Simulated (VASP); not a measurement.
# Ge (Cmmm) in VASP: elastic constants with PBEsol

Aim: the elastic constants of Ge with PBEsol.

Program: VASP 6.6.1. These are calculated values, not measurements. Logs are shortened: lines on timing, memory, paths and dates and some standing lists are left out, and cuts for length are marked.

## (1) The cell of the first run

The structure is orthorhombic, space group Cmmm (No. 65). Conventional cell: a = 2.794 Å, b = 5.201 Å, c = 2.698 Å, α = 90.00°, β = 90.00°, γ = 90.00°. Within 3.6 Å of Ge (site symmetry mmm) lie 8 Ge at 2.70 to 2.95 Å.

## (2) Elastic constants, PBEsol

File INCAR:

```
PREC = Accurate
ENCUT = 500
EDIFF = 1E-8
ISMEAR = -1
SIGMA = 0.05
LREAL = F
LASPH = T
NELM = 120
ALGO = Normal
ISIF = 3
LWAVE = F
LCHARG = F
GGA = PS
IBRION = 6
NFREE = 2
POTIM = 0.015
NSW = 1
GGA_COMPAT = F
```

File KPOINTS:

```
regular mesh
0
Gamma
  10 10 8
```

File POSCAR:

```
Ge
1.0
    1.3971490000     -2.6005160000      0.0000000000
    1.3971490000      2.6005160000      0.0000000000
    0.0000000000      0.0000000000      2.6982310000
Ge
1
Direct
    0.5000000000      0.5000000000      0.0000000000
```

Potentials or basis: VASP PAW PBE potentials, release 64 (Ge_d).

Run with:

```sh
$ cat potpaw_PBE.64/Ge_d/POTCAR > POTCAR
$ mpirun -np 1 vasp_std > vasp.out
```

OUTCAR:

```text
PREC = Accurate
   ENCUT = 500
   EDIFF = 1E-8
   ISMEAR = -1
   LREAL = F
   LASPH = T
   NELM = 120
   ISIF = 3
   GGA = PS
   IBRION = 6
   NFREE = 2
   POTIM = 0.015
   NSW = 1

 ion  position               nearest neighbor table
   1  0.500  0.500  0.000-

  LATTYP: Found a base centered orthorhombic cell.
 ALAT       =     2.7942980000
 B/A-ratio  =     1.8613018368
 C/A-ratio  =     0.9656203454

  Lattice vectors:

 A1 = (   1.3971490000,  -2.6005160000,   0.0000000000)
 A2 = (   1.3971490000,   2.6005160000,   0.0000000000)
 A3 = (   0.0000000000,   0.0000000000,   2.6982310000)

Analysis of symmetry for initial positions (statically):
=====================================================================
 Subroutine PRICEL returns:
 Original cell was already a primitive cell.

 Routine SETGRP: Setting up the symmetry group for a
 base centered orthorhombic supercell.

 Subroutine GETGRP returns: Found  8 space group operations
 (whereof  8 operations were pure point group operations)
 out of a pool of  8 trial point group operations.

The static configuration has the point symmetry D_2h.

Analysis of symmetry for dynamics (positions and initial velocities):
=====================================================================
 Subroutine PRICEL returns:
 Original cell was already a primitive cell.

 Routine SETGRP: Setting up the symmetry group for a
 base centered orthorhombic supercell.

 Subroutine GETGRP returns: Found  8 space group operations
 (whereof  8 operations were pure point group operations)
 out of a pool of  8 trial point group operations.

The dynamic configuration has the point symmetry D_2h.

 Subroutine INISYM returns: Found  8 space group operations
 (whereof  8 operations are pure point group operations),
 and found     1 'primitive' translations

----------------------------------------------------------------------------------------

                                     Primitive cell

  volume of cell :      19.6070

  direct lattice vectors                    reciprocal lattice vectors
     1.397149000 -2.600516000  0.000000000     0.357871637 -0.192269534  0.000000000
     1.397149000  2.600516000  0.000000000     0.357871637  0.192269534  0.000000000
     0.000000000  0.000000000  2.698231000     0.000000000  0.000000000  0.370613191

  length of vectors
     2.952068562  2.952068562  2.698231000     0.406250763  0.406250763  0.370613191

  position of ions in fractional coordinates (direct lattice)
     0.500000000  0.500000000  0.000000000

  ion indices of the primitive-cell ions
   primitive index   ion index
                 1           1

----------------------------------------------------------------------------------------

 KPOINTS: regular mesh

Automatic generation of k-mesh.
 Grid dimensions read from file:
 generate k-points for:   10   10    8

 Generating k-lattice:

  Cartesian coordinates                     Fractional coordinates (reciprocal lattice)
     0.035787164 -0.019226953  0.000000000     0.100000000  0.000000000  0.000000000
     0.035787164  0.019226953  0.000000000     0.000000000  0.100000000  0.000000000
     0.000000000  0.000000000  0.046326649     0.000000000  0.000000000  0.125000000

[... 101 lines left out ...]
  ext. energy  EPLUGINS =         0.00000000
  ---------------------------------------------------
  free energy    TOTEN  =        -4.70469488 eV

  energy without entropy =       -4.69997400  energy(sigma->0) =       -4.70233444

------------------------ aborting loop because EDIFF is reached ----------------------------------------

  FORCE on cell =-STRESS in cart. coord.  units (eV):
  Direction    XX          YY          ZZ          XY          YZ          ZX
  --------------------------------------------------------------------------------------
  -------------------------------------------------------------------------------------
  Total       -0.7134677     -0.2550484     -0.4099032      0.0000000      0.0000000      0.0000000
  in kB      -58.3006643    -20.8411595    -33.4950378      0.0000000      0.0000000      0.0000000
  external PRESSURE =     -37.5456205 kB  Pullay stress =       0.0000000 kB
[... 86 lines left out ...]
  FREE ENERGIE OF THE ION-ELECTRON SYSTEM (eV)
  ---------------------------------------------------
  free  energy   TOTEN  =        -4.7134231121 eV

  energy  without entropy=       -4.7085356699  energy(sigma->0) =       -4.71097939

[... ionic steps 4 to 16 ...]

--------------------------------------- Ionic step       17  -------------------------------------------

 number of electron      13.9999996 magnetization

------------------------ aborting loop because EDIFF is reached ----------------------------------------
[... 65 lines left out ...]
--------------------------------------- Ionic step       19  -------------------------------------------

 number of electron      14.0000007 magnetization

 Free energy of the ion-electron system (eV)
  ---------------------------------------------------
  ext. energy  EPLUGINS =         0.00000000
  ---------------------------------------------------
  free energy    TOTEN  =        -4.70469740 eV

  energy without entropy =       -4.69997654  energy(sigma->0) =       -4.70233697

 E-fermi :   6.1170     XC(G=0): -11.1875

 val. band max:        6.1011020986   @ k =   0.3000   0.3000   0.3750
 cond. band min:       6.1176912310   @ k =  -0.2000   0.1000   0.2500
 fundamental gap:      0.0165891325
 Fermi energy:         6.1170430593

 k-point     1 :       0.0000    0.0000    0.0000
  band No.  band energies     occupation
      1     -18.5900      2.00000
      2     -18.5148      2.00000
      3     -18.4638      2.00000
      4     -18.3713      2.00000
      5     -18.3535      2.00000
      6      -6.7945      2.00000
      7      12.7206      0.00000
      8      13.2046      0.00000
      9      14.7081      0.00000
     10      16.2484      0.00000
     11      18.5530      0.00000
[... 309 lines left out ...]
 k-point    24 :       0.4000    0.3000    0.0000
  band No.  band energies     occupation
      1     -18.5242      2.00000
      2     -18.4530      2.00000
      3     -18.4262      2.00000
      4     -18.4004      2.00000
      5     -18.3893      2.00000
      6      -1.4852      2.00000
      7       2.5592      2.00000
      8       3.7669      2.00000
      9      16.8419      0.00000
     10      22.0850      0.00000
     11      23.2962      0.00000

 [... further k-points ...]

------------------------ aborting loop because EDIFF is reached ----------------------------------------

  FORCE on cell =-STRESS in cart. coord.  units (eV):
  Direction    XX          YY          ZZ          XY          YZ          ZX
  --------------------------------------------------------------------------------------
  -------------------------------------------------------------------------------------
  Total       -0.7128471     -0.2547048     -0.4102022      0.0000000      0.0000000      0.0000000
  in kB      -58.2499542    -20.8130754    -33.5194729      0.0000000      0.0000000      0.0000000
  external PRESSURE =     -37.5275008 kB  Pullay stress =       0.0000000 kB
[... 16 lines left out ...]
  FREE ENERGIE OF THE ION-ELECTRON SYSTEM (eV)
  ---------------------------------------------------
  free  energy   TOTEN  =        -4.7046974022 eV

  energy  without entropy=       -4.6999765379  energy(sigma->0) =       -4.70233697

 INTERNAL STRAIN TENSORS FROM STRAINED CELLS
 ============================================

 INTERNAL STRAIN TENSOR FOR ION    1 for displacements in x,y,z  (eV/Angst):
          X           Y           Z          XY          YZ          ZX
  --------------------------------------------------------------------------------
  x    -0.00000     0.00000    -0.00000     0.00000     0.00000    -0.00000
  y    -0.00000     0.00000     0.00000     0.00000    -0.00000     0.00000
  z     0.00000     0.00000     0.00000     0.00000     0.00000     0.00000

 INTERNAL STRAIN TENSORS FROM DISPLACED ATOMS
 ============================================

 INTERNAL STRAIN TENSOR FOR ION    1 for displacements in x,y,z  (eV/Angst):
          X           Y           Z          XY          YZ          ZX
  --------------------------------------------------------------------------------
  x     0.00000     0.00000     0.00000     0.00000     0.00000     0.00000
  y     0.00000     0.00000     0.00000     0.00000     0.00000     0.00000
  z     0.00000     0.00000     0.00000     0.00000     0.00000     0.00000

 Eigenvectors and eigenvalues of the dynamical matrix
 ----------------------------------------------------

   1 f  =    0.000000 THz     0.000000 2PiTHz    0.000000 cm-1     0.000000 meV
             X         Y         Z           dx          dy          dz
      1.397149  0.000000  0.000000     0.000000    1.000000    0.000000

   2 f/i=    0.000000 THz     0.000000 2PiTHz    0.000000 cm-1     0.000000 meV
             X         Y         Z           dx          dy          dz
      1.397149  0.000000  0.000000     1.000000    0.000000    0.000000

   3 f/i=    0.000000 THz     0.000000 2PiTHz    0.000000 cm-1     0.000000 meV
             X         Y         Z           dx          dy          dz
      1.397149  0.000000  0.000000     0.000000    0.000000    1.000000

--------------------------------------------------------------------------------------------------------

 ELASTIC MODULI CONTR FROM IONIC RELAXATION (kBar)
 Direction    XX          YY          ZZ          XY          YZ          ZX
 --------------------------------------------------------------------------------
 XX           0.0000      0.0000      0.0000      0.0000      0.0000      0.0000
 YY           0.0000      0.0000      0.0000      0.0000      0.0000      0.0000
 ZZ           0.0000      0.0000      0.0000      0.0000      0.0000      0.0000
 XY           0.0000      0.0000      0.0000      0.0000      0.0000      0.0000
 YZ           0.0000      0.0000      0.0000      0.0000      0.0000      0.0000
 ZX           0.0000      0.0000      0.0000      0.0000      0.0000      0.0000
 --------------------------------------------------------------------------------

 TOTAL ELASTIC MODULI (kBar)
 Direction    XX          YY          ZZ          XY          YZ          ZX
 --------------------------------------------------------------------------------
 XX        1303.6415    536.3545    395.3127     -0.0000      0.0000      0.0000
 YY         536.3545    659.6351    378.0390     -0.0000      0.0000      0.0000
 ZZ         395.3127    378.0390   1072.2054      0.0000      0.0000      0.0000
 XY          -0.0000     -0.0000      0.0000     99.8655      0.0000      0.0000
 YZ           0.0000      0.0000      0.0000      0.0000    123.3886      0.0000
 ZX           0.0000      0.0000      0.0000      0.0000      0.0000    411.7531
 --------------------------------------------------------------------------------
```

Wall time 5.9 min (1 thread of Oxide Virtual Turin-like, shared host); peak memory 0.17 GiB.

What came out:

| Item | Value |
| --- | --- |
| Voigt bulk modulus | 63 GPa |

Elastic tensor in Voigt notation (GPa, in the Cartesian axes of the cell as first typed):
```
130  54  40   0   0   0
 54  66  38   0   0   0
 40  38 107   0   0   0
  0   0   0  12   0   0
  0   0   0   0  41   0
  0   0   0   0   0  10
```

Clamped-ion elastic tensor (GPa):
```
130  54  40   0   0   0
 54  66  38   0   0   0
 40  38 107   0   0   0
  0   0   0  12   0   0
  0   0   0   0  41   0
  0   0   0   0   0  10
```

Caveat: the cell is under stress, which shifts elastic constants; the PAW data sets were made with another functional, which shifts forces and pressure a little.
